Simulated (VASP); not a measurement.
# W18S35O (a cell with a defect) in VASP: notebook

Aim: see how the results for W18S35O (a cell with a defect) move with the level of theory and the settings. Levels: PBE, r2SCAN. Tasks: electric field gradients.

Everything below comes from runs of VASP 6.6.1. Logs are shortened: lines on timing, memory, paths and dates and some standing lists are left out, and cuts for length are marked.

## (1) The cell of the first run

The cell holds a defect, 54 atoms: a = 9.540 Å, b = 9.540 Å, c = 12.500 Å, α = 90.00°, β = 90.00°, γ = 120.00°.

## (2) Electric field gradients, PBE

INCAR

```
  ALGO = Normal
  EDIFF = 1E-8
  ENCUT = 520
  GGA = PE
  ISIF = 2
  ISMEAR = -1
  LASPH = T
  LCHARG = F
  LEFG = T
  LREAL = Auto
  LUSENCCL = F
  LWAVE = F
  NBANDS = 267
  NELM = 100
  PREC = Accurate
  SIGMA = 0.01
```

KPOINTS

```
k-points
0
Gamma
  3 3 2
```

POSCAR

```
W18S35O
1.0
    9.5400000000      0.0000000000      0.0000000000
   -4.7700000000      8.2618823520      0.0000000000
    0.0000000000      0.0000000000     12.5000000000
W O S
18 1 35
Direct
    0.1111111111      0.2222222222      0.2500000000
    0.1111111111      0.5555555556      0.2500000000
    0.1111111111      0.8888888889      0.2500000000
    0.4444444444      0.2222222222      0.2500000000
    0.4444444444      0.5555555556      0.2500000000
    0.4444444444      0.8888888889      0.2500000000
    0.7777777778      0.2222222222      0.2500000000
    0.7777777778      0.5555555556      0.2500000000
    0.7777777778      0.8888888889      0.2500000000
    0.2222222222      0.1111111111      0.7500000000
    0.2222222222      0.4444444444      0.7500000000
    0.2222222222      0.7777777778      0.7500000000
    0.5555555556      0.1111111111      0.7500000000
    0.5555555556      0.4444444444      0.7500000000
    0.5555555556      0.7777777778      0.7500000000
    0.8888888889      0.1111111111      0.7500000000
    0.8888888889      0.4444444444      0.7500000000
    0.8888888889      0.7777777778      0.7500000000
    0.1111111111      0.2222222222      0.6250000000
    0.1111111111      0.5555555556      0.6250000000
    0.1111111111      0.8888888889      0.6250000000
    0.4444444444      0.2222222222      0.6250000000
    0.4444444444      0.5555555556      0.6250000000
    0.4444444444      0.8888888889      0.6250000000
    0.7777777778      0.2222222222      0.6250000000
    0.7777777778      0.5555555556      0.6250000000
    0.7777777778      0.8888888889      0.6250000000
    0.2222222222      0.1111111111      0.1250000000
    0.2222222222      0.4444444444      0.1250000000
    0.2222222222      0.7777777778      0.1250000000
    0.5555555556      0.1111111111      0.1250000000
    0.5555555556      0.4444444444      0.1250000000
    0.5555555556      0.7777777778      0.1250000000
    0.8888888889      0.1111111111      0.1250000000
    0.8888888889      0.4444444444      0.1250000000
    0.8888888889      0.7777777778      0.1250000000
    0.1111111111      0.2222222222      0.8750000000
    0.1111111111      0.5555555556      0.8750000000
    0.1111111111      0.8888888889      0.8750000000
    0.4444444444      0.2222222222      0.8750000000
    0.4444444444      0.5555555556      0.8750000000
    0.4444444444      0.8888888889      0.8750000000
    0.7777777778      0.2222222222      0.8750000000
    0.7777777778      0.5555555556      0.8750000000
    0.7777777778      0.8888888889      0.8750000000
    0.2222222222      0.1111111111      0.3750000000
    0.2222222222      0.4444444444      0.3750000000
    0.2222222222      0.7777777778      0.3750000000
    0.5555555556      0.1111111111      0.3750000000
    0.5555555556      0.4444444444      0.3750000000
    0.5555555556      0.7777777778      0.3750000000
    0.8888888889      0.1111111111      0.3750000000
    0.8888888889      0.4444444444      0.3750000000
    0.8888888889      0.7777777778      0.3750000000
```

Potentials or basis: VASP PAW PBE potentials, release 64 (W_sv, O, S).

On the command line:

```console
cat potpaw_PBE.64/W_sv/POTCAR potpaw_PBE.64/O/POTCAR potpaw_PBE.64/S/POTCAR > POTCAR
mpirun -np 1 vasp_std > vasp.out
```

OUTCAR:

```text
EDIFF = 1E-8
   ENCUT = 520
   GGA = PE
   ISIF = 2
   ISMEAR = -1
   LASPH = T
   LREAL = Auto
   NELM = 100
   PREC = Accurate

 ion  position               nearest neighbor table
   1  0.111  0.222  0.250-  29 2.41  47 2.41  34 2.41  46 2.41  28 2.41  52 2.41   3 3.18   9 3.18
                             4 3.18   7 3.18   5 3.18   2 3.18
   2  0.111  0.556  0.250-  30 2.41  48 2.41  35 2.41  53 2.41  29 2.41  47 2.41   3 3.18   6 3.18
                             5 3.18   8 3.18   7 3.18   1 3.18
   3  0.111  0.889  0.250-  28 2.41  46 2.41  36 2.41  30 2.41  48 2.41  54 2.41   2 3.18   4 3.18
                             8 3.18   1 3.18   6 3.18   9 3.18
   4  0.444  0.222  0.250-  32 2.41  50 2.41  46 2.41  28 2.41  49 2.41  31 2.41   3 3.18   6 3.18
                             1 3.18   5 3.18   8 3.18   7 3.18
   5  0.444  0.556  0.250-  33 2.41  51 2.41  47 2.41  29 2.41  50 2.41  32 2.41   6 3.18   2 3.18
                             1 3.18   9 3.18   4 3.18   8 3.18
   6  0.444  0.889  0.250-  31 2.41  49 2.41  48 2.41  30 2.41  33 2.41  51 2.41   2 3.18   5 3.18
                             4 3.18   3 3.18   7 3.18   9 3.18
   7  0.778  0.222  0.250-  35 2.41  53 2.41  49 2.41  31 2.41  52 2.41  34 2.41   9 3.18   1 3.18
                             6 3.18   2 3.18   8 3.18   4 3.18
   8  0.778  0.556  0.250-  36 2.41  54 2.41  50 2.41  32 2.41  53 2.41  35 2.41   9 3.18   3 3.18
                             2 3.18   7 3.18   4 3.18   5 3.18
   9  0.778  0.889  0.250-  34 2.41  52 2.41  51 2.41  33 2.41  36 2.41  54 2.41   8 3.18   7 3.18
[... 53 lines left out ...]
  53  0.889  0.444  0.375-   7 2.41   2 2.41   8 2.41
  54  0.889  0.778  0.375-   8 2.41   3 2.41   9 2.41

  LATTYP: Found a hexagonal cell.
 ALAT       =     9.5400000000
 C/A-ratio  =     1.3102725367

  Lattice vectors:

 A1 = (   9.5400000000,   0.0000000000,   0.0000000000)
 A2 = (  -4.7700000000,   8.2618823520,   0.0000000000)
 A3 = (   0.0000000000,   0.0000000000,  12.5000000000)

Analysis of symmetry for initial positions (statically):
=====================================================================
 Subroutine PRICEL returns:
 Original cell was already a primitive cell.

 Routine SETGRP: Setting up the symmetry group for a
 hexagonal supercell.

 Subroutine GETGRP returns: Found  6 space group operations
 (whereof  2 operations were pure point group operations)
 out of a pool of 24 trial point group operations.

The static configuration has the point symmetry C_1h.
 The point group associated with its full space group is C_3v.

Analysis of symmetry for dynamics (positions and initial velocities):
=====================================================================
 Subroutine PRICEL returns:
 Original cell was already a primitive cell.

 Routine SETGRP: Setting up the symmetry group for a
 hexagonal supercell.

 Subroutine GETGRP returns: Found  6 space group operations
 (whereof  2 operations were pure point group operations)
 out of a pool of 24 trial point group operations.

The dynamic configuration has the point symmetry C_1h.
 The point group associated with its full space group is C_3v.

 Subroutine INISYM returns: Found  6 space group operations
 (whereof  2 operations are pure point group operations),
 and found     1 'primitive' translations

----------------------------------------------------------------------------------------

                                     Primitive cell

  volume of cell :     985.2295

  direct lattice vectors                    reciprocal lattice vectors
     9.540000000  0.000000000  0.000000000     0.104821803  0.060518896 -0.000000000
    -4.770000000  8.261882352  0.000000000     0.000000000  0.121037792  0.000000000
     0.000000000  0.000000000 12.500000000     0.000000000 -0.000000000  0.080000000

  length of vectors
     9.540000000  9.540000000 12.500000000     0.121037792  0.121037792  0.080000000

  position of ions in fractional coordinates (direct lattice)
     0.111111111  0.222222222  0.250000000
     0.111111111  0.555555556  0.250000000
     0.111111111  0.888888889  0.250000000
     0.444444444  0.222222222  0.250000000
[... 174 lines left out ...]
   EFERMI =   0.00;   METHOD = LEGACY
   ISMEAR =    -1;   SIGMA  =   0.01  broadening in eV -4-tet -1-fermi 0-gaus
   EFERMI_NEDOS =   21; number of points for ismear=-14 and -15
   IALGO  =     38    algorithm
   IMIX   =      4    mixing-type and parameters
     AMIX     =   0.40;   BMIX     =  1.00
     AMIX_MAG =   1.60;   BMIX_MAG =  1.00
  volume/ion in A,a.u.               =      18.24       123.12
  Fermi-wavevector in a.u.,A,eV,Ry     =   1.277353  2.413847 22.199688  1.631631
  Thomas-Fermi vector in A             =   2.409958
   LORBIT       =      0    0 simple, 1 ext, 2 COOP (PROOUT), +10 PAW based schemes
   GGA     = PE    functional components
   LHFCALC =     F    Hartree Fock is set to
   AEXX    =    0.0000 exact exchange contribution
   IVDW    =     0    specifies the selected vdW correction
   LEPSILON=     F    determine dielectric tensor
   LRPA    =     F    only Hartree local field effects (RPA)
 non-spin polarized calculation
  energy-cutoff  :      520.00
  volume of cell :      985.23
 maximum number of plane-waves:     26586
 NGX is ok and might be reduce to    72
   NGX = 35   NGY = 35   NGZ = 47

 number of electron     468.0000054 magnetization

 Free energy of the ion-electron system (eV)
  ---------------------------------------------------
  ext. energy  EPLUGINS =         0.00000000
  ---------------------------------------------------
  free energy    TOTEN  =      -426.35219247 eV

  energy without entropy =     -426.35219247  energy(sigma->0) =     -426.35219247

 E-fermi :   7.2068     XC(G=0): -10.7319

 val. band max:        6.9608863940   @ k =   0.0000   0.0000   0.0000
 cond. band min:       8.0763272192   @ k =   0.3333   0.0000   0.0000
 fundamental gap:      1.1154408252
 Fermi energy:         7.2068174071

 k-point     1 :       0.0000    0.0000    0.0000
  band No.  band energies     occupation
      1     -67.8647      2.00000
      2     -67.8585      2.00000
      3     -67.8585      2.00000
      4     -67.6908      2.00000
      5     -67.6826      2.00000
      6     -67.6826      2.00000
[... 1483 lines left out ...]
    245       8.6681      0.00000
    246       8.6885      0.00000
 [bands above 246 left out]

------------------------ aborting loop because EDIFF is reached ----------------------------------------

  FORCE on cell =-STRESS in cart. coord.  units (eV):
  Direction    XX          YY          ZZ          XY          YZ          ZX
  --------------------------------------------------------------------------------------
  -------------------------------------------------------------------------------------
  Total        2.3105975      2.3105975     12.1934448      0.0000000      0.0000000     -0.0000000
  in kB        3.7574870      3.7574870     19.8289448      0.0000000      0.0000000     -0.0000000
  external PRESSURE =       9.1146396 kB  Pullay stress =       0.0000000 kB

 VOLUME and BASIS-vectors are now :
 -----------------------------------------------------------------------------
  energy-cutoff  :      520.00
  volume of cell :      985.23
      direct lattice vectors                 reciprocal lattice vectors
     9.540000000  0.000000000  0.000000000     0.104821803  0.060518896 -0.000000000
    -4.770000000  8.261882352  0.000000000     0.000000000  0.121037792  0.000000000
     0.000000000  0.000000000 12.500000000     0.000000000 -0.000000000  0.080000000

 POSITION                                       TOTAL-FORCE (eV/Angst)
 -----------------------------------------------------------------------------------
      0.00000      1.83597      3.12500         0.000000     -0.000000      0.016108
     -1.59000      4.58993      3.12500         0.015327     -0.002734     -0.000102
     -3.18000      7.34390      3.12500         0.005296      0.014641     -0.000102
      3.18000      1.83597      3.12500        -0.010031     -0.011907     -0.000102
      1.59000      4.58993      3.12500        -0.015327     -0.002734     -0.000102
     -0.00000      7.34390      3.12500         0.000000     -0.000000     -0.003222
[... 46 lines left out ...]
      6.36000      3.67195      4.68750         0.006252     -0.003610      0.134978
      4.77000      6.42591      4.68750         0.000000      0.007220      0.134978
 -----------------------------------------------------------------------------------
    total drift:                               -0.000000     -0.000007     -0.000117

  FREE ENERGIE OF THE ION-ELECTRON SYSTEM (eV)
  ---------------------------------------------------
  free  energy   TOTEN  =      -426.3521924727 eV

  energy  without entropy=     -426.3521924727  energy(sigma->0) =     -426.35219247

 Electric field gradients (V/A^2)
---------------------------------------------------------------------
 ion       V_xx      V_yy      V_zz      V_xy      V_xz      V_yz
---------------------------------------------------------------------
   1      78.842    78.842  -157.684     0.000    -0.000     0.000
   2      78.444    78.724  -157.169     0.502    -1.581     1.070
   3      79.089    78.080  -157.169     0.130     0.136    -1.904
   4      78.219    78.949  -157.169    -0.372     1.717     0.834
   5      78.444    78.724  -157.169    -0.502     1.581     1.070
   6      78.260    78.260  -156.520     0.000    -0.000     0.000
[... 46 lines left out ...]
  53      23.183    23.085   -46.269    -0.085     0.045    -0.026
  54      23.036    23.233   -46.269     0.001    -0.000     0.052
---------------------------------------------------------------------

 Electric field gradients after diagonalization (V/A^2)
 (convention: |V_zz| > |V_xx| > |V_yy|)
----------------------------------------------------------------------
 ion       V_xx      V_yy      V_zz     asymmetry (V_yy - V_xx)/ V_zz
----------------------------------------------------------------------
   1      78.842    78.842  -157.684       0.000
   2      79.106    78.078  -157.184       0.007
   3      79.106    78.079  -157.184       0.007
   4      79.106    78.079  -157.184       0.007
   5      79.105    78.079  -157.184       0.007
   6      78.260    78.260  -156.520       0.000
[... 46 lines left out ...]
  53      23.232    23.036   -46.269       0.004
  54      23.233    23.036   -46.269       0.004
----------------------------------------------------------------------

           NMR quadrupolar parameters

 Cq : quadrupolar parameter    Cq=e*Q*V_zz/h
 eta: asymmetry parameters     (V_yy - V_xx)/ V_zz
 Q  : nuclear electric quadrupole moment in mb (millibarn)
----------------------------------------------------------------------
 ion       Cq(MHz)       eta       Q (mb)
----------------------------------------------------------------------
   1      -0.381       0.000       1.000
   2      -0.380       0.007       1.000
   3      -0.380       0.007       1.000
   4      -0.380       0.007       1.000
   5      -0.380       0.007       1.000
   6      -0.378       0.000       1.000
[... 46 lines left out ...]
  53      -0.112       0.004       1.000
  54      -0.112       0.004       1.000
----------------------------------------------------------------------
```

Wall time 4 min (1 × NVIDIA H100 80GB with 1 thread of AMD EPYC 7R13 (Zen 3), shared host); peak memory 2.4 GiB.

Results:

```yaml
Free_energy: -426.3522 eV
Pressure: 0.9 GPa
Largest_force: 4.445 eV/Å
Band_gap_on_the_k_mesh: 1.12 eV
Largest_electric_field_gradient_by_atom: W -157.7, -157.2, -156.5, -156.3, -176.2, -154.8, -158.5 (each value once); O +15.3; S -43.7, -46.3, -47.3, -46.5, -46.1, -42.9, -48.8, -45.0, -46.6, -48.2 (each value once) V/Å²
```

Forces in eV/Å, atoms in the order of the input:
```
W    0.000  0.000  0.016
W    0.015 -0.003  0.000
W    0.005  0.015  0.000
W   -0.010 -0.012  0.000
W   -0.015 -0.003  0.000
W    0.000  0.000 -0.003
W    0.010 -0.012  0.000
W    0.000  0.000 -0.006
W   -0.005  0.015  0.000
W   -1.268  0.732 -1.302
W    0.000 -1.465 -1.302
W   -0.022 -0.013 -0.070
W    0.000  0.026 -0.070
W   -0.130 -0.075 -0.094
W    0.022 -0.013 -0.070
W    1.268  0.732 -1.302
W    0.130 -0.075 -0.094
W    0.000  0.150 -0.094
O    0.000  0.000  4.445
S    0.121 -0.162 -0.080
S   -0.080  0.186 -0.080
S   -0.201 -0.024 -0.080
S   -0.121 -0.162 -0.080
S    0.000  0.000 -0.121
S    0.201 -0.024 -0.080
S    0.000  0.000 -0.156
S    0.080  0.186 -0.080
S    0.002 -0.001 -0.135
S    0.000  0.002 -0.135
S    0.002  0.001 -0.128
S    0.000 -0.002 -0.128
S    0.000  0.000 -0.129
S   -0.002  0.001 -0.128
S   -0.002 -0.001 -0.135
S    0.000  0.000 -0.129
S    0.000 -0.001 -0.129
S    0.000  0.000 -0.356
S    0.182 -0.006  0.101
S    0.085  0.161  0.101
S   -0.096 -0.154  0.101
S   -0.182 -0.006  0.101
S    0.000  0.000  0.175
S    0.096 -0.154  0.101
S    0.000  0.000  0.166
S   -0.085  0.161  0.101
S   -0.027  0.016  0.162
S    0.000 -0.031  0.162
S   -0.001  0.000  0.132
S    0.000  0.001  0.132
S   -0.006 -0.004  0.135
S    0.001  0.000  0.132
S    0.027  0.016  0.162
S    0.006 -0.004  0.135
S    0.000  0.007  0.135
```

Stress tensor (GPa, compression positive):
```
0.38 0.00 0.00
0.00 0.38 0.00
0.00 0.00 1.98
```

Electric field gradients, principal values (V/Å²):
| atom | least | middle | greatest (by size) |
| --- | --- | --- | --- |
| 1 W | 78.842 | 78.842 | -157.684 |
| 2 W | 78.078 | 79.106 | -157.184 |
| 3 W | 78.079 | 79.106 | -157.184 |
| 4 W | 78.079 | 79.106 | -157.184 |
| 5 W | 78.079 | 79.105 | -157.184 |
| 6 W | 78.260 | 78.260 | -156.520 |
| 7 W | 78.078 | 79.106 | -157.184 |
| 8 W | 78.139 | 78.139 | -156.278 |
| 9 W | 78.079 | 79.105 | -157.184 |
| 10 W | 17.557 | 158.672 | -176.229 |
| 11 W | 17.556 | 158.672 | -176.229 |
| 12 W | 76.513 | 78.251 | -154.764 |
| 13 W | 76.513 | 78.251 | -154.764 |
| 14 W | 74.872 | 83.588 | -158.460 |
| 15 W | 76.513 | 78.251 | -154.764 |
| 16 W | 17.556 | 158.672 | -176.229 |
| 17 W | 74.872 | 83.588 | -158.460 |
| 18 W | 74.872 | 83.588 | -158.460 |
| 19 O | -7.642 | -7.647 | 15.290 |
| 20 S | 16.714 | 26.984 | -43.697 |
| 21 S | 16.714 | 26.983 | -43.697 |
| 22 S | 16.714 | 26.983 | -43.697 |
| 23 S | 16.714 | 26.982 | -43.697 |
| 24 S | 23.173 | 23.174 | -46.348 |
| 25 S | 16.714 | 26.984 | -43.697 |
| 26 S | 23.642 | 23.643 | -47.285 |
| 27 S | 16.714 | 26.982 | -43.697 |
| 28 S | 23.146 | 23.385 | -46.531 |
| 29 S | 23.147 | 23.384 | -46.531 |
| 30 S | 23.107 | 23.165 | -46.272 |
| 31 S | 23.107 | 23.165 | -46.272 |
| 32 S | 22.837 | 23.295 | -46.132 |
| 33 S | 23.107 | 23.166 | -46.272 |
| 34 S | 23.147 | 23.384 | -46.531 |
| 35 S | 22.838 | 23.294 | -46.132 |
| 36 S | 22.837 | 23.295 | -46.132 |
| 37 S | 21.432 | 21.433 | -42.865 |
| 38 S | 19.331 | 29.464 | -48.795 |
| 39 S | 19.331 | 29.465 | -48.795 |
| 40 S | 19.331 | 29.465 | -48.795 |
| 41 S | 19.332 | 29.464 | -48.795 |
| 42 S | 22.517 | 22.519 | -45.036 |
| 43 S | 19.331 | 29.464 | -48.795 |
| 44 S | 23.311 | 23.312 | -46.622 |
| 45 S | 19.332 | 29.464 | -48.795 |
| 46 S | 23.732 | 24.427 | -48.159 |
| 47 S | 23.733 | 24.426 | -48.159 |
| 48 S | 23.077 | 23.234 | -46.310 |
| 49 S | 23.077 | 23.234 | -46.310 |
| 50 S | 23.036 | 23.233 | -46.269 |
| 51 S | 23.077 | 23.233 | -46.310 |
| 52 S | 23.733 | 24.426 | -48.159 |
| 53 S | 23.036 | 23.232 | -46.269 |
| 54 S | 23.036 | 23.233 | -46.269 |

Caveat: without QUAD_EFG the Cq values of the log hold for a quadrupole moment of 1 mb, not for the nuclei; spin-orbit coupling is left out, which moves the levels of the heavy elements.

[end of part 1 of 2]
